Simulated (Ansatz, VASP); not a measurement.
MgO in VASP and in Ansatz

```xyz
2
Lattice="0.0000 2.1085 2.1085 2.1085 0.0000 2.1085 2.1085 2.1085 0.0000" Properties=species:S:1:pos:R:3 pbc="T T T"
Mg    0.0000    0.0000    0.0000
O     2.1085    2.1085    2.1085
```

Alike in both runs: task single point; functional LDA; k mesh 8 × 8 × 8; occupations gaussian, width 0.1 eV; no spin polarisation.

```csv
,VASP,Ansatz
version,VASP 6.6.1,Ansatz 0.2.0
potentials or method,"VASP PAW LDA potentials, release 64 (Mg_sv, O), cutoff 840 eV","scalar-relativistic, plane waves, PAW"
valence electrons in the cell,16,16
```

|  | VASP | Ansatz | Ansatz less VASP |
| --- | --- | --- | --- |
| gap on the k mesh at the Fermi level (eV) | 4.63 | 4.62 | -0.012 |
| least direct gap on the mesh (eV) | 4.63 | 4.62 | -0.012 |
| pressure (GPa) | -6.1 | -6.6 | -0.50 |

LDA's correlation is that of Perdew and Zunger in VASP and of Perdew and Wang (1992) in Ansatz.
